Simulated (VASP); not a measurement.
Wanted: the native input for a VASP 6.6.1 run.

```
Task                   : single point
Functional             : PBE
Potentials or basis    : VASP PAW PBE potentials, release 64 (Hf_pv, Pd)
Cutoff                 : 520 eV
k mesh                 : 4 × 4 × 4
Occupations            : gaussian, width 0.1 eV
Spin                   : no spin polarisation
Dipole correction      : no
Further INCAR settings : ALGO = Normal; EDIFF = 1e-07; NBANDS = 28
```

The structure of Hf3Pd lies in POSCAR:

```
Hf3Pd
1.0
    4.3311290381      0.0000000000      0.0000000000
    0.0000000000      4.3311290381      0.0000000000
    0.0000000000      0.0000000000      4.3311290381
Hf Pd
3 1
Direct
    0.0000000000      0.5000000000      0.5000000000
    0.5000000000      0.0000000000      0.5000000000
    0.5000000000      0.5000000000      0.0000000000
    0.0000000000      0.0000000000      0.0000000000
```

One way to write it, as run:

INCAR

```
ALGO = Normal
EDIFF = 1E-7
ENCUT = 520
GGA = PE
ISIF = 2
ISMEAR = 0
LASPH = True
LCHARG = False
LREAL = False
LWAVE = False
NBANDS = 28
NELM = 80
PREC = Accurate
SIGMA = 0.1
```

KPOINTS

```
k-points
0
Gamma
  4 4 4
```

Potentials or basis: VASP PAW PBE potentials, release 64 (Hf_pv, Pd).

Run with:

```console
$ cat potpaw_PBE.64/Hf_pv/POTCAR potpaw_PBE.64/Pd/POTCAR > POTCAR
$ mpirun -np 1 vasp_std > vasp.out
```

Results of the run:

* Pressure: -0.8 GPa
* Band gap on the k mesh: zero (band 20 reaches 6.31 eV, above the bottom of band 21 at 5.64 eV)

Caveat: the k points lie up to 0.36 Å⁻¹ apart; spin-orbit coupling is left out, which moves the levels of the heavy elements.

Run time: 51 s on 1 thread of AMD EPYC 7R13 Processor (Zen 3), with other jobs on the host, peak memory 0.15 GiB.
